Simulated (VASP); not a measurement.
# Pd in VASP: further runs

Pd is run at these levels: PBE; tasks: single point.

Program: VASP 6.6.1. These are calculated values, not measurements. Logs are shortened: lines on timing, memory, paths and dates and some standing lists are left out, and cuts for length are marked.

## (1) The cell of the first run

The cell holds a slab with vacuum, 6 atoms: a = 2.790 Å, b = 3.946 Å, c = 22.976 Å, α = 90.00°, β = 90.00°, γ = 90.00°.

## (2) Single point, PBE

File INCAR:

```
PREC = Accurate ; ENCUT = 520
EDIFF = 1E-6 ; ISMEAR = -1
SIGMA = 0.1 ; LREAL = F
LASPH = T ; NELM = 80
ALGO = Normal ; ISIF = 2
LWAVE = F ; LCHARG = T
GGA = PE ; LELF = T
LVHAR = T ; NBANDS = 39
```

File KPOINTS:

```
regular mesh
0
Gamma
  12 8 1
```

File POSCAR:

```
Pd
1.0
    2.7903171770      0.0000000000      0.0000000000
    0.0000000000      3.9461043950      0.0000000000
    0.0000000000      0.0000000000     22.9758000000
Pd
6
Direct
    0.2500000000      0.2500000000      0.3520253993
    0.7500000000      0.7500000000      0.4072897129
    0.2500000000      0.2500000000      0.4700204948
    0.7500000000      0.7500000000      0.5299795078
    0.2500000000      0.2500000000      0.5927102866
    0.7500000000      0.7500000000      0.6479745986
```

Potentials or basis: VASP PAW PBE potentials, release 64 (Pd).

On the command line:

```console
$ cat potpaw_PBE.64/Pd/POTCAR > POTCAR
$ mpirun -np 1 vasp_std > vasp.out
```

OUTCAR:

```text
PREC = Accurate
   ENCUT = 520
   EDIFF = 1E-6
   ISMEAR = -1
   LREAL = F
   LASPH = T
   NELM = 80
   ISIF = 2
   GGA = PE

 ion  position               nearest neighbor table
   1  0.250  0.250  0.352-   3 2.71   2 2.73   2 2.73   2 2.73   2 2.73
   2  0.750  0.750  0.407-   1 2.73   1 2.73   1 2.73   1 2.73   3 2.81   3 2.81   3 2.81   3 2.81
                             4 2.82
   3  0.250  0.250  0.470-   1 2.71   4 2.78   4 2.78   4 2.78   4 2.78   2 2.81   2 2.81   2 2.81
                             2 2.81   5 2.82
   4  0.750  0.750  0.530-   6 2.71   3 2.78   3 2.78   3 2.78   3 2.78   5 2.81   5 2.81   5 2.81
                             5 2.81   2 2.82
   5  0.250  0.250  0.593-   6 2.73   6 2.73   6 2.73   6 2.73   4 2.81   4 2.81   4 2.81   4 2.81
                             3 2.82
   6  0.750  0.750  0.648-   4 2.71   5 2.73   5 2.73   5 2.73   5 2.73

  LATTYP: Found a simple orthorhombic cell.
 ALAT       =     2.7903171770
 B/A-ratio  =     1.4142135624
 C/A-ratio  =     8.2341176800

  Lattice vectors:

 A1 = (   2.7903171770,   0.0000000000,   0.0000000000)
 A2 = (   0.0000000000,   3.9461043950,   0.0000000000)
 A3 = (   0.0000000000,   0.0000000000,  22.9758000000)

Analysis of symmetry for initial positions (statically):
=====================================================================
 Subroutine PRICEL returns:
 Original cell was already a primitive cell.

 Routine SETGRP: Setting up the symmetry group for a
 simple orthorhombic supercell.

 Subroutine GETGRP returns: Found  8 space group operations
 (whereof  2 operations were pure point group operations)
 out of a pool of  8 trial point group operations.

The static configuration has the point symmetry S_2 .
 The point group associated with its full space group is D_2h.

Analysis of symmetry for dynamics (positions and initial velocities):
=====================================================================
 Subroutine PRICEL returns:
 Original cell was already a primitive cell.

 Routine SETGRP: Setting up the symmetry group for a
 simple orthorhombic supercell.

 Subroutine GETGRP returns: Found  8 space group operations
 (whereof  2 operations were pure point group operations)
 out of a pool of  8 trial point group operations.

The dynamic configuration has the point symmetry S_2 .
 The point group associated with its full space group is D_2h.

 Subroutine INISYM returns: Found  8 space group operations
 (whereof  2 operations are pure point group operations),
 and found     1 'primitive' translations

----------------------------------------------------------------------------------------

                                     Primitive cell

  volume of cell :     252.9838

  direct lattice vectors                    reciprocal lattice vectors
     2.790317177  0.000000000  0.000000000     0.358382197  0.000000000  0.000000000
     0.000000000  3.946104395  0.000000000     0.000000000  0.253414482  0.000000000
     0.000000000  0.000000000 22.975800000     0.000000000  0.000000000  0.043524056

  length of vectors
     2.790317177  3.946104395 22.975800000     0.358382197  0.253414482  0.043524056

  position of ions in fractional coordinates (direct lattice)
     0.250000000  0.250000000  0.352025399
     0.750000000  0.750000000  0.407289713
     0.250000000  0.250000000  0.470020495
     0.750000000  0.750000000  0.529979508
     0.250000000  0.250000000  0.592710287
     0.750000000  0.750000000  0.647974599

  ion indices of the primitive-cell ions
   primitive index   ion index
                 1           1
                 2           2
                 3           3
                 4           4
                 5           5
                 6           6

----------------------------------------------------------------------------------------

 KPOINTS: regular mesh

Automatic generation of k-mesh.
 Grid dimensions read from file:
 generate k-points for:   12    8    1

 Generating k-lattice:

  Cartesian coordinates                     Fractional coordinates (reciprocal lattice)
     0.029865183  0.000000000  0.000000000     0.083333333  0.000000000  0.000000000
     0.000000000  0.031676810  0.000000000     0.000000000  0.125000000  0.000000000
     0.000000000  0.000000000  0.043524056     0.000000000  0.000000000  1.000000000

  Length of vectors
     0.029865183  0.031676810  0.043524056

  Shift w.r.t. Gamma in fractional coordinates (k-lattice)
     0.000000000  0.000000000  0.000000000

 Subroutine IBZKPT returns following result:
 ===========================================

 Found     35 irreducible k-points:

 Following reciprocal coordinates:
            Coordinates               Weight
  0.000000  0.000000  0.000000      1.000000
  0.083333  0.000000  0.000000      2.000000
  0.166667  0.000000  0.000000      2.000000
  0.250000  0.000000  0.000000      2.000000
  0.333333  0.000000  0.000000      2.000000
  0.416667  0.000000  0.000000      2.000000
[... 16 lines left out ...]
  0.083333  0.375000  0.000000      4.000000
  0.166667  0.375000  0.000000      4.000000
 [... further k-points ...]
   k-points           NKPTS =     35   k-points in BZ     NKDIM =     35   number of bands    NBANDS=     39
   number of dos      NEDOS =    301   number of ions     NIONS =      6
   total plane-waves  NPLWV = 129600
   dimension x,y,z NGX =    24 NGY =   30 NGZ =  180
   dimension x,y,z NGXF=    48 NGYF=   60 NGZF=  360
   ions per type =               6
   NGX,Y,Z   is equivalent  to a cutoff of  14.30, 12.64, 13.02 a.u.
   NGXF,Y,Z  is equivalent  to a cutoff of  28.60, 25.28, 26.05 a.u.
 SYSTEM =  unknown system
   PREC   = accura    normal or accurate (medium, high low for compatibility)
   ISTART =      0    job   : 0-new  1-cont  2-samecut
   ICHARG =      2    charge: 1-file 2-atom 10-const
   ISPIN  =      1    spin polarized calculation?
   LNONCOLLINEAR =      F non collinear calculations
   LSORBIT =      F    spin-orbit coupling
   LASPH  =      T    aspherical Exc in radial PAW
   ENCUT  =  520.0 eV  38.22 Ry    6.18 a.u.   5.19  7.34 42.72*2*pi/ulx,y,z
   NELM   =     80;   NELMIN=  2; NELMDL= -5     # of ELM steps
   EDIFF  = 0.1E-05   stopping-criterion for ELM
   LREAL  =      F    real-space projection
   EDIFFG = 0.1E-04   stopping-criterion for IOM
   NSW    =      0    number of steps for IOM
   IBRION =     -1    ionic relax: 0-MD 1-quasi-New 2-CG
   NFREE  =      0    steps in history (QN), initial steepest desc. (CG)
   ISIF   =      2    stress and relaxation
   ISYM   =      2    0-nonsym 1-usesym 2-fastsym
   POTIM  = 0.5000    time-step for ionic-motion
   TEBEG  =    0.0;   TEEND  =   0.0 temperature during run
   PSTRESS=    0.0 pullay stress
   NELECT =      60.0000    total number of electrons
   NUPDOWN=      -1.0000    fix difference up-down
   EMIN   =  10.00;   EMAX   =-10.00  energy-range for DOS
   EFERMI =   0.00;   METHOD = LEGACY
   ISMEAR =    -1;   SIGMA  =   0.10  broadening in eV -4-tet -1-fermi 0-gaus
   EFERMI_NEDOS =   21; number of points for ismear=-14 and -15
   IALGO  =     38    algorithm
   IMIX   =      4    mixing-type and parameters
     AMIX     =   0.40;   BMIX     =  1.00
     AMIX_MAG =   1.60;   BMIX_MAG =  1.00
  volume/ion in A,a.u.               =      42.16       284.54
  Fermi-wavevector in a.u.,A,eV,Ry     =   1.013354  1.914961 13.971624  1.026885
  Thomas-Fermi vector in A             =   2.146517
   LORBIT       =      0    0 simple, 1 ext, 2 COOP (PROOUT), +10 PAW based schemes
   GGA     = PE    functional components
[... 5 lines left out ...]
 non-spin polarized calculation
  energy-cutoff  :      520.00
  volume of cell :      252.98
 maximum number of plane-waves:      6876
 NGX is ok and might be reduce to    24
   NGX = 11   NGY = 15   NGZ = 85

 number of electron      60.0000008 magnetization

 Free energy of the ion-electron system (eV)
  ---------------------------------------------------
  ext. energy  EPLUGINS =         0.00000000
  ---------------------------------------------------
  free energy    TOTEN  =       -29.33074977 eV

  energy without entropy =      -28.89911683  energy(sigma->0) =      -29.11493330

 E-fermi :   0.2954     XC(G=0):  -5.4948

 val. band max:        0.2757303431   @ k =   0.4167   0.2500   0.0000
 cond. band min:       0.3032553630   @ k =   0.0000   0.3750   0.0000
 fundamental gap:      0.0275250200
 Fermi energy:         0.2953609347

 k-point     1 :       0.0000    0.0000    0.0000
  band No.  band energies     occupation
      1      -6.0331      2.00000
      2      -4.8003      2.00000
      3      -4.5010      2.00000
      4      -4.1250      2.00000
      5      -4.0030      2.00000
      6      -3.5981      2.00000
[... 31 lines left out ...]
     38       5.1377      0.00000
     39       6.4891      0.00000

 k-point     2 :       0.0833    0.0000    0.0000
  band No.  band energies     occupation
      1      -5.8752      2.00000
      2      -4.6727      2.00000
      3      -4.3780      2.00000
      4      -4.0554      2.00000
      5      -3.8863      2.00000
      6      -3.5202      2.00000
[... 31 lines left out ...]
     38       5.2762      0.00000
     39       6.6333      0.00000

 k-point     3 :       0.1667    0.0000    0.0000
  band No.  band energies     occupation
      1      -5.4315      2.00000
      2      -4.3813      2.00000
      3      -4.0827      2.00000
      4      -3.8262      2.00000
      5      -3.7366      2.00000
      6      -3.3212      2.00000
[... 832 lines left out ...]
 k-point    23 :       0.0833    0.3750    0.0000
  band No.  band energies     occupation
      1      -4.6107      2.00000
      2      -4.3987      2.00000
      3      -4.2428      2.00000
      4      -3.9282      2.00000
      5      -3.6297      2.00000
      6      -3.5399      2.00000
[... 31 lines left out ...]
     38       4.1198      0.00000
     39       6.3733      0.00000

 k-point    24 :       0.1667    0.3750    0.0000
  band No.  band energies     occupation
      1      -4.2925      2.00000
      2      -4.0573      2.00000
      3      -3.9302      2.00000
      4      -3.5471      2.00000
      5      -3.4615      2.00000
      6      -3.2256      2.00000
[... 31 lines left out ...]
     38       4.8484      0.00000
     39       6.7673      0.00000

 [... further k-points ...]

------------------------ aborting loop because EDIFF is reached ----------------------------------------

  FORCE on cell =-STRESS in cart. coord.  units (eV):
  Direction    XX          YY          ZZ          XY          YZ          ZX
  --------------------------------------------------------------------------------------
  -------------------------------------------------------------------------------------
  Total       -2.4140003     -1.5359100     -0.1693354      0.0000000      0.0000000      0.0000000
  in kB      -15.2881561     -9.7271038     -1.0724216      0.0000000      0.0000000      0.0000000
  external PRESSURE =      -8.6958939 kB  Pullay stress =       0.0000000 kB

 VOLUME and BASIS-vectors are now :
 -----------------------------------------------------------------------------
  energy-cutoff  :      520.00
  volume of cell :      252.98
      direct lattice vectors                 reciprocal lattice vectors
     2.790317177  0.000000000  0.000000000     0.358382197  0.000000000  0.000000000
     0.000000000  3.946104395  0.000000000     0.000000000  0.253414482  0.000000000
     0.000000000  0.000000000 22.975800000     0.000000000  0.000000000  0.043524056

 POSITION                                       TOTAL-FORCE (eV/Angst)
 -----------------------------------------------------------------------------------
      0.69758      0.98653      8.08807         0.000000      0.000000      0.020629
      2.09274      2.95958      9.35781         0.000000     -0.000000     -0.003051
      0.69758      0.98653     10.79910         0.000000     -0.000000     -0.005678
      2.09274      2.95958     12.17670         0.000000      0.000000      0.005678
      0.69758      0.98653     13.61799        -0.000000     -0.000000      0.003051
      2.09274      2.95958     14.88773         0.000000      0.000000     -0.020629
 -----------------------------------------------------------------------------------
    total drift:                                0.000000     -0.000000     -0.000004

  FREE ENERGIE OF THE ION-ELECTRON SYSTEM (eV)
  ---------------------------------------------------
  free  energy   TOTEN  =       -29.3307497706 eV

  energy  without entropy=      -28.8991168314  energy(sigma->0) =      -29.11493330
```

Wall time 7.2 min (1 thread of Intel Xeon Platinum 8488C (Sapphire Rapids), shared host); peak memory 0.49 GiB.

Results:

* Free energy: -29.3307 eV
* Largest force: 0.021 eV/Å
* Band gap on the k mesh: zero (band 30 reaches 0.51 eV, above the bottom of band 31 at 0.12 eV)

Forces in eV/Å, atoms in the order of the input:
```
Pd   0.000  0.000  0.021
Pd   0.000  0.000 -0.003
Pd   0.000  0.000 -0.006
Pd   0.000  0.000  0.006
Pd   0.000  0.000  0.003
Pd   0.000  0.000 -0.021
```

Levels at points of the mesh, in eV from the Fermi level:
| k point | band 28 | band 29 | band 30 | band 31 | band 32 | band 33 |
| --- | --- | --- | --- | --- | --- | --- |
| (0.00, 0.00, 0.00) | -0.57 | -0.27 | -0.18 | -0.04 | 0.03 | 0.24 |
| (0.50, 0.00, 0.00) | -0.03 | 0.15 | 0.15 | 2.39 | 2.39 | 2.89 |
| (0.00, 0.50, 0.00) | -0.36 | -0.16 | -0.16 | 0.01 | 0.01 | 0.19 |
| (0.50, 0.50, 0.00) | -0.03 | 0.10 | 0.10 | 2.12 | 2.12 | 4.32 |

(Part 1 of 2 ends here.)
